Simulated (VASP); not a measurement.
A run of VASP 6.6.1 is set up as follows.

The input POSCAR:

```
RbBr
1.0
    0.0000000000      3.4275000000      3.4275000000
    3.4275000000      0.0000000000      3.4275000000
    3.4275000000      3.4275000000      0.0000000000
Rb Br
1 1
Direct
    0.0000000000      0.0000000000      0.0000000000
    0.5000000000      0.5000000000      0.5000000000
```

INCAR.step1

```
SYSTEM = RbBr
  PREC = Accurate
  ENCUT = 520
  ISMEAR = 0
  SIGMA = 0.05
  LREAL = .FALSE.
  LASPH = .TRUE.
  NELM = 100
  NBANDS = 15
  GGA = PE
  ALGO = Normal
  EDIFF = 1E-4
  LWAVE = .TRUE.
  LCHARG = .FALSE.
```

INCAR.step2

```
SYSTEM = RbBr
  PREC = Accurate
  ENCUT = 520
  EDIFF = 1E-7
  ISMEAR = 0
  SIGMA = 0.05
  LREAL = .FALSE.
  LASPH = .TRUE.
  NELM = 100
  ALGO = Normal
  ISIF = 2
  LWAVE = .FALSE.
  LCHARG = .FALSE.
  METAGGA = R2SCAN
  LMIXTAU = .TRUE.
  NBANDS = 15
  ISTART = 1
```

Contents of KPOINTS:

```
regular mesh
0
G
  6 6 6
  0 0 0
```

Potentials or basis: VASP PAW PBE potentials, release 64 (Rb_sv, Br).

The run is started by

```bash
$ cat potpaw_PBE.64/Rb_sv/POTCAR potpaw_PBE.64/Br/POTCAR > POTCAR
$ cp INCAR.step1 INCAR
$ mpirun -np 1 vasp_std > vasp.out
$ cp INCAR.step2 INCAR
$ mpirun -np 1 vasp_std > vasp.out
```

Q: Estimate the pressure.

A: 0.5 GPa.

Q: Predict the band gap on the k mesh.

A: 4.97 eV.

Caveat: the PAW data sets were made with another functional, which shifts forces and pressure a little. r2SCAN opens gaps a little over a GGA but as a rule still falls short of measured ones.
